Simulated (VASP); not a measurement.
# CsLi26F27 (a cell with a defect) in VASP: single point with PBE

Aim: the single point of CsLi26F27 (a cell with a defect) with PBE.

Everything below comes from runs of VASP 6.6.1. Logs are shortened: lines on timing, memory, paths and dates and some standing lists are left out, and cuts for length are marked.

**1. The cell of the first run**

The cell holds a defect, 54 atoms: a = 8.545 Å, b = 8.545 Å, c = 8.545 Å, α = 60.00°, β = 60.00°, γ = 60.00°.

**2. Single point, PBE**

Contents of INCAR:

```
SYSTEM = CsLi26F27
ALGO = Normal ; EDIFF = 1E-6
ENCUT = 520 ; GGA = PE
ISIF = 2 ; ISMEAR = -1
LASPH = .True. ; LCHARG = .False.
LREAL = Auto ; LWAVE = .False.
NBANDS = 171 ; NELM = 100
PREC = Accurate ; SIGMA = 0.01
```

Contents of KPOINTS:

```
k-points
0
Gamma
  3 3 3
  0 0 0
```

Contents of POSCAR:

```
CsLi26F27
1.0
    0.0000000000      6.0420000000      6.0420000000
    6.0420000000      0.0000000000      6.0420000000
    6.0420000000      6.0420000000      0.0000000000
Cs Li F
1 26 27
Direct
    0.0000000000      0.0000000000      0.0000000000
    0.0000000000      0.0000000000      0.3453695681
    0.0000000000      0.0000000000      0.6546304319
    0.0000000000      0.3453695681      0.0000000000
   -0.0030237010      0.3343412337      0.3343412337
    0.0000000000      0.3453695681      0.6546304319
    0.0000000000      0.6546304319      0.0000000000
    0.0000000000      0.6546304319      0.3453695681
    0.0030237010      0.6656587663      0.6656587663
    0.3453695681      0.0000000000      0.0000000000
    0.3343412337     -0.0030237010      0.3343412337
    0.3453695681      0.0000000000      0.6546304319
    0.3343412337      0.3343412337     -0.0030237010
    0.3343412337      0.3343412337      0.3343412337
    0.3428155722      0.3428155722      0.6571844278
    0.3453695681      0.6546304319      0.0000000000
    0.3428155722      0.6571844278      0.3428155722
    0.3428155722      0.6571844278      0.6571844278
    0.6546304319      0.0000000000      0.0000000000
    0.6546304319      0.0000000000      0.3453695681
    0.6656587663      0.0030237010      0.6656587663
    0.6546304319      0.3453695681      0.0000000000
    0.6571844278      0.3428155722      0.3428155722
    0.6571844278      0.3428155722      0.6571844278
    0.6656587663      0.6656587663      0.0030237010
    0.6571844278      0.6571844278      0.3428155722
    0.6656587663      0.6656587663      0.6656587663
    0.1661170740      0.1661170740      0.1661170740
    0.1661170740      0.1661170740      0.5016487780
    0.2010300695      0.2010300695      0.7989699305
    0.1661170740      0.5016487780      0.1661170740
    0.1660363581      0.5000000000      0.5000000000
    0.1660363581      0.5000000000      0.8339636419
    0.2010300695      0.7989699305      0.2010300695
    0.1660363581      0.8339636419      0.5000000000
    0.2010300695      0.7989699305      0.7989699305
    0.5016487780      0.1661170740      0.1661170740
    0.5000000000      0.1660363581      0.5000000000
    0.5000000000      0.1660363581      0.8339636419
    0.5000000000      0.5000000000      0.1660363581
    0.5000000000      0.5000000000      0.5000000000
    0.5000000000      0.5000000000      0.8339636419
    0.5000000000      0.8339636419      0.1660363581
    0.5000000000      0.8339636419      0.5000000000
    0.4983512220      0.8338829260      0.8338829260
    0.7989699305      0.2010300695      0.2010300695
    0.8339636419      0.1660363581      0.5000000000
    0.7989699305      0.2010300695      0.7989699305
    0.8339636419      0.5000000000      0.1660363581
    0.8339636419      0.5000000000      0.5000000000
    0.8338829260      0.4983512220      0.8338829260
    0.7989699305      0.7989699305      0.2010300695
    0.8338829260      0.8338829260      0.4983512220
    0.8338829260      0.8338829260      0.8338829260
```

Potentials or basis: VASP PAW PBE potentials, release 64 (Cs_sv, Li_sv, F).

Started as:

```console
> cat potpaw_PBE.64/Cs_sv/POTCAR potpaw_PBE.64/Li_sv/POTCAR potpaw_PBE.64/F/POTCAR > POTCAR
> mpirun -np 1 vasp_std > vasp.out
```

OUTCAR:

```text
SYSTEM = CsLi26F27
   EDIFF = 1E-6
   ENCUT = 520
   GGA = PE
   ISIF = 2
   ISMEAR = -1
   LASPH = .True.
   LREAL = Auto
   NELM = 100
   PREC = Accurate

 ion  position               nearest neighbor table
   1  0.000  0.000  0.000-  30 2.43  34 2.43  36 2.43  46 2.43  48 2.43  52 2.43
   2  0.000  0.000  0.345-  35 1.94  47 1.94  28 2.01  53 2.01  34 2.11  46 2.11
   3  0.000  0.000  0.655-  35 1.94  47 1.94  29 2.01  54 2.01  48 2.11  36 2.11
   4  0.000  0.345  0.000-  33 1.94  49 1.94  28 2.01  51 2.01  30 2.11  46 2.11
   5  0.997  0.334  0.334-  50 2.00  49 2.00  47 2.00  31 2.03  29 2.03  28 2.03
   6  0.000  0.345  0.655-  32 1.94  50 1.94  29 2.01  51 2.01  30 2.11  48 2.11
[... 46 lines left out ...]
  53  0.834  0.834  0.498-   2 2.01   8 2.01  20 2.01   9 2.03  21 2.03  27 2.03
  54  0.834  0.834  0.834-   3 2.01   7 2.01  19 2.01   9 2.03  21 2.03  25 2.03

  LATTYP: Found a face centered cubic cell.
 ALAT       =    12.0840000000

  Lattice vectors:

 A1 = (   0.0000000000,   6.0420000000,   6.0420000000)
 A2 = (   6.0420000000,   0.0000000000,   6.0420000000)
 A3 = (   6.0420000000,   6.0420000000,   0.0000000000)

Analysis of symmetry for initial positions (statically):
=====================================================================
 Subroutine PRICEL returns:
 Original cell was already a primitive cell.

 Routine SETGRP: Setting up the symmetry group for a
 face centered cubic supercell.

 Subroutine GETGRP returns: Found 48 space group operations
 (whereof 48 operations were pure point group operations)
 out of a pool of 48 trial point group operations.

The static configuration has the point symmetry O_h .

Analysis of symmetry for dynamics (positions and initial velocities):
=====================================================================
 Subroutine PRICEL returns:
 Original cell was already a primitive cell.

 Routine SETGRP: Setting up the symmetry group for a
 face centered cubic supercell.

 Subroutine GETGRP returns: Found 48 space group operations
 (whereof 48 operations were pure point group operations)
 out of a pool of 48 trial point group operations.

The dynamic configuration has the point symmetry O_h .

 Subroutine INISYM returns: Found 48 space group operations
 (whereof 48 operations are pure point group operations),
 and found     1 'primitive' translations

----------------------------------------------------------------------------------------

                                     Primitive cell

  volume of cell :     441.1357

  direct lattice vectors                    reciprocal lattice vectors
     0.000000000  6.042000000  6.042000000    -0.082754055  0.082754055  0.082754055
     6.042000000  0.000000000  6.042000000     0.082754055 -0.082754055  0.082754055
     6.042000000  6.042000000  0.000000000     0.082754055  0.082754055 -0.082754055

  length of vectors
     8.544678344  8.544678344  8.544678344     0.143334228  0.143334228  0.143334228

  position of ions in fractional coordinates (direct lattice)
     0.000000000  0.000000000  0.000000000
     0.000000000  0.000000000  0.345369568
     0.000000000  0.000000000  0.654630432
     0.000000000  0.345369568  0.000000000
     0.996976299  0.334341234  0.334341234
     0.000000000  0.345369568  0.654630432
[... 46 lines left out ...]
     0.833882926  0.833882926  0.498351222
     0.833882926  0.833882926  0.833882926

  ion indices of the primitive-cell ions
   primitive index   ion index
                 1           1
                 2           2
                 3           3
                 4           4
                 5           5
                 6           6
[... 46 lines left out ...]
                53          53
                54          54

----------------------------------------------------------------------------------------

 KPOINTS: k-points

Automatic generation of k-mesh.
 Grid dimensions read from file:
 generate k-points for:    3    3    3

 Generating k-lattice:

  Cartesian coordinates                     Fractional coordinates (reciprocal lattice)
    -0.027584685  0.027584685  0.027584685     0.333333333  0.000000000  0.000000000
     0.027584685 -0.027584685  0.027584685     0.000000000  0.333333333  0.000000000
     0.027584685  0.027584685 -0.027584685     0.000000000  0.000000000  0.333333333

  Length of vectors
     0.047778076  0.047778076  0.047778076

  Shift w.r.t. Gamma in fractional coordinates (k-lattice)
     0.000000000  0.000000000  0.000000000

 Subroutine IBZKPT returns following result:
 ===========================================

 Found      4 irreducible k-points:

 Following reciprocal coordinates:
            Coordinates               Weight
  0.000000  0.000000  0.000000      1.000000
  0.333333  0.000000  0.000000      8.000000
  0.333333  0.333333  0.000000      6.000000
 -0.333333  0.333333  0.000000     12.000000
   k-points           NKPTS =      4   k-points in BZ     NKDIM =      4   number of bands    NBANDS=    171
   number of dos      NEDOS =    301   number of ions     NIONS =     54
   total plane-waves  NPLWV = 262144
   dimension x,y,z NGX =    64 NGY =   64 NGZ =   64
   dimension x,y,z NGXF=   128 NGYF=  128 NGZF=  128
   ions per type =               1  26  27
   NGX,Y,Z   is equivalent  to a cutoff of  12.45, 12.45, 12.45 a.u.
   NGXF,Y,Z  is equivalent  to a cutoff of  24.90, 24.90, 24.90 a.u.
 SYSTEM =  CsLi26F27
   PREC   = accura    normal or accurate (medium, high low for compatibility)
   ISTART =      0    job   : 0-new  1-cont  2-samecut
   ICHARG =      2    charge: 1-file 2-atom 10-const
   ISPIN  =      1    spin polarized calculation?
   LNONCOLLINEAR =      F non collinear calculations
   LSORBIT =      F    spin-orbit coupling
   LASPH  =      T    aspherical Exc in radial PAW
   ENCUT  =  520.0 eV  38.22 Ry    6.18 a.u.  15.89 15.89 15.89*2*pi/ulx,y,z
   NELM   =    100;   NELMIN=  2; NELMDL= -5     # of ELM steps
   EDIFF  = 0.1E-05   stopping-criterion for ELM
   LREAL  =      T    real-space projection
   EDIFFG = 0.1E-04   stopping-criterion for IOM
   NSW    =      0    number of steps for IOM
   IBRION =     -1    ionic relax: 0-MD 1-quasi-New 2-CG
   NFREE  =      0    steps in history (QN), initial steepest desc. (CG)
   ISIF   =      2    stress and relaxation
   ISYM   =      2    0-nonsym 1-usesym 2-fastsym
   POTIM  = 0.5000    time-step for ionic-motion
   TEBEG  =    0.0;   TEEND  =   0.0 temperature during run
   PSTRESS=    0.0 pullay stress
   NELECT =     276.0000    total number of electrons
   NUPDOWN=      -1.0000    fix difference up-down
   EMIN   =  10.00;   EMAX   =-10.00  energy-range for DOS
   EFERMI =   0.00;   METHOD = LEGACY
   ISMEAR =    -1;   SIGMA  =   0.01  broadening in eV -4-tet -1-fermi 0-gaus
   EFERMI_NEDOS =   21; number of points for ismear=-14 and -15
   IALGO  =     38    algorithm
   IMIX   =      4    mixing-type and parameters
     AMIX     =   0.40;   BMIX     =  1.00
     AMIX_MAG =   1.60;   BMIX_MAG =  1.00
  volume/ion in A,a.u.               =       8.17        55.13
  Fermi-wavevector in a.u.,A,eV,Ry     =   1.400191  2.645976 26.674678  1.960534
  Thomas-Fermi vector in A             =   2.523176
   LORBIT       =      0    0 simple, 1 ext, 2 COOP (PROOUT), +10 PAW based schemes
   GGA     = PE    functional components
   LHFCALC =     F    Hartree Fock is set to
   AEXX    =    0.0000 exact exchange contribution
   IVDW    =     0    specifies the selected vdW correction
   LEPSILON=     F    determine dielectric tensor
   LRPA    =     F    only Hartree local field effects (RPA)
 non-spin polarized calculation
  energy-cutoff  :      520.00
  volume of cell :      441.14
 maximum number of plane-waves:     11935
   NGX = 31   NGY = 31   NGZ = 31

 number of electron     276.0000057 magnetization

 Free energy of the ion-electron system (eV)
  ---------------------------------------------------
  ext. energy  EPLUGINS =         0.00000000
  ---------------------------------------------------
  free energy    TOTEN  =      -251.69208270 eV

  energy without entropy =     -251.69208270  energy(sigma->0) =     -251.69208270

 E-fermi :   0.8996     XC(G=0): -10.2290

 val. band max:        0.5922990866   @ k =  -0.3333   0.3333   0.0000
 cond. band min:       8.6027798902   @ k =   0.0000   0.0000   0.0000
 fundamental gap:      8.0104808036
 Fermi energy:         0.8996078571

 k-point     1 :       0.0000    0.0000    0.0000
  band No.  band energies     occupation
      1     -41.6759      2.00000
      2     -41.6518      2.00000
      3     -41.6518      2.00000
      4     -41.6518      2.00000
      5     -41.6410      2.00000
      6     -41.6410      2.00000
[... 142 lines left out ...]
    149      10.6750      0.00000
    150      10.6750      0.00000

 k-point     2 :       0.3333    0.0000    0.0000
  band No.  band energies     occupation
      1     -41.6710      2.00000
      2     -41.6595      2.00000
      3     -41.6501      2.00000
      4     -41.6501      2.00000
      5     -41.6451      2.00000
      6     -41.6451      2.00000
[... 142 lines left out ...]
    149      11.0347      0.00000
    150      11.0347      0.00000

 k-point     3 :       0.3333    0.3333    0.0000
  band No.  band energies     occupation
      1     -41.6697      2.00000
      2     -41.6540      2.00000
      3     -41.6534      2.00000
      4     -41.6534      2.00000
      5     -41.6517      2.00000
      6     -41.6407      2.00000
[... 142 lines left out ...]
    149      10.9138      0.00000
    150      11.1956      0.00000

 k-point     4 :      -0.3333    0.3333    0.0000
  band No.  band energies     occupation
      1     -41.6642      2.00000
      2     -41.6629      2.00000
      3     -41.6554      2.00000
      4     -41.6514      2.00000
      5     -41.6469      2.00000
      6     -41.6441      2.00000
[... 142 lines left out ...]
    149      11.2014      0.00000
    150      11.3835      0.00000
 [bands above 150 left out]

------------------------ aborting loop because EDIFF is reached ----------------------------------------

  FORCE on cell =-STRESS in cart. coord.  units (eV):
  Direction    XX          YY          ZZ          XY          YZ          ZX
  --------------------------------------------------------------------------------------
  -------------------------------------------------------------------------------------
  Total       28.7606345     28.7606345     28.7606345     -0.0000000      0.0000000     -0.0000000
  in kB      104.4568408    104.4568408    104.4568408     -0.0000000      0.0000000     -0.0000000
  external PRESSURE =     104.4568408 kB  Pullay stress =       0.0000000 kB

 VOLUME and BASIS-vectors are now :
 -----------------------------------------------------------------------------
  energy-cutoff  :      520.00
  volume of cell :      441.14
      direct lattice vectors                 reciprocal lattice vectors
     0.000000000  6.042000000  6.042000000    -0.082754055  0.082754055  0.082754055
     6.042000000  0.000000000  6.042000000     0.082754055 -0.082754055  0.082754055
     6.042000000  6.042000000  0.000000000     0.082754055  0.082754055 -0.082754055

 POSITION                                       TOTAL-FORCE (eV/Angst)
 -----------------------------------------------------------------------------------
      0.00000      0.00000      0.00000         0.000000     -0.000000     -0.000000
      2.08672      2.08672      0.00000         0.003460      0.003460     -0.000000
      3.95528      3.95528      0.00000        -0.003460     -0.003460     -0.000000
      2.08672      0.00000      2.08672         0.003460     -0.000000      0.003460
      4.04018      8.04382      8.04382         0.001805     -0.001805     -0.001805
      6.04200      3.95528      2.08672         0.000000     -0.003460      0.003460
[... 46 lines left out ...]
      8.04936      8.04936     10.07664        -0.001988     -0.001988      0.001988
     10.07664     10.07664     10.07664         0.001988      0.001988      0.001988
 -----------------------------------------------------------------------------------
    total drift:                                0.000000      0.000000     -0.000000

  FREE ENERGIE OF THE ION-ELECTRON SYSTEM (eV)
  ---------------------------------------------------
  free  energy   TOTEN  =      -251.6920827017 eV

  energy  without entropy=     -251.6920827017  energy(sigma->0) =     -251.69208270
```

It took 10 min on 1 thread of Intel Xeon Platinum 8259CL at 2.50GHz (Skylake/Cascade Lake), shared host; peak memory 0.66 GiB.

Results:

* Free energy: -251.6921 eV
* Largest force: 0.052 eV/Å
* Band gap on the k mesh: 8.01 eV

Forces on the atoms (eV/Å):
```
Cs   0.000  0.000  0.000
Li   0.003  0.003  0.000
Li  -0.003 -0.003  0.000
Li   0.003  0.000  0.003
Li   0.002 -0.002 -0.002
Li   0.000 -0.003  0.003
Li  -0.003  0.000 -0.003
Li   0.000  0.003 -0.003
Li  -0.002  0.002  0.002
Li   0.000  0.003  0.003
Li  -0.002  0.002 -0.002
Li  -0.003  0.000  0.003
Li  -0.002 -0.002  0.002
Li   0.002  0.002  0.002
Li   0.000  0.000  0.013
Li  -0.003  0.003  0.000
Li   0.000  0.013  0.000
Li  -0.013  0.000  0.000
Li   0.000 -0.003 -0.003
Li   0.003  0.000 -0.003
Li   0.002 -0.002  0.002
Li   0.003 -0.003  0.000
Li   0.013  0.000  0.000
Li   0.000 -0.013  0.000
Li   0.002  0.002 -0.002
Li   0.000  0.000 -0.013
Li  -0.002 -0.002 -0.002
F   -0.002 -0.002 -0.002
F    0.002  0.002 -0.002
F    0.000  0.000  0.052
F    0.002 -0.002  0.002
F    0.000  0.023  0.023
F   -0.023  0.000  0.023
F    0.000  0.052  0.000
F   -0.023  0.023  0.000
F   -0.052  0.000  0.000
F   -0.002  0.002  0.002
F    0.023  0.000  0.023
F    0.000 -0.023  0.023
F    0.023  0.023  0.000
F    0.000  0.000  0.000
F   -0.023 -0.023  0.000
F    0.000  0.023 -0.023
F   -0.023  0.000 -0.023
F    0.002 -0.002 -0.002
F    0.052  0.000  0.000
F    0.023 -0.023  0.000
F    0.000 -0.052  0.000
F    0.023  0.000 -0.023
F    0.000 -0.023 -0.023
F   -0.002  0.002 -0.002
F    0.000  0.000 -0.052
F   -0.002 -0.002  0.002
F    0.002  0.002  0.002
```

Levels at points of the mesh, in eV from the valence-band top:
| k point | band 134 | band 135 | band 136 | band 137 | band 138 | band 139 | band 140 | band 141 | band 142 | band 143 |
| --- | --- | --- | --- | --- | --- | --- | --- | --- | --- | --- |
| (0.00, 0.00, 0.00) | -0.99 | -0.99 | -0.16 | -0.16 | -0.16 | 8.01 | 8.94 | 8.94 | 8.94 | 9.20 |

Caveat: the cutoff is under 1.25 times the usual one of these potentials, so pressure, stress and relaxed cells hold a basis-set (Pulay) error; spin-orbit coupling is left out, which moves the levels of the heavy elements.
